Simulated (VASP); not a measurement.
A run of VASP 6.6.1:

Contents of INCAR:

```
  ALGO = Normal
  EDIFF = 1E-6
  ENCUT = 520
  GGA = PE
  ISIF = 2
  ISMEAR = 0
  LASPH = True
  LCHARG = False
  LREAL = False
  LWAVE = False
  NBANDS = 30
  NELM = 100
  PREC = Accurate
  SIGMA = 0.1
```

KPOINTS

```
k-points
0
Gamma
  8 8 8
```

Contents of POSCAR:

```
IrPt3C
1.0
    4.8145207819      0.0000000000      0.0000000000
    0.0000000000      4.8145207819      0.0000000000
    0.0000000000      0.0000000000      4.8145207819
Ir Pt C
1 3 1
Direct
    0.0000000000      0.0000000000      0.0000000000
    0.5000000000      0.0000000000      0.0000000000
    0.0000000000      0.5000000000      0.0000000000
    0.0000000000      0.0000000000      0.5000000000
    0.5000000000      0.5000000000      0.5000000000
```

Potentials or basis: VASP PAW PBE potentials, release 64 (Ir, Pt, C).

Launch:

```sh
$ cat potpaw_PBE.64/Ir/POTCAR potpaw_PBE.64/Pt/POTCAR potpaw_PBE.64/C/POTCAR > POTCAR
$ mpirun -np 1 vasp_std > vasp.out
```

Hardware: 1 thread of Intel(R) Xeon(R) 6975P-C (Granite Rapids), on a shared host.

Estimate the wall time of this run.

It took 47 s on 1 thread of Intel(R) Xeon(R) 6975P-C (Granite Rapids), with other jobs on the host, peak memory 0.27 GiB. Counts: scf iterations 17, k points 35.
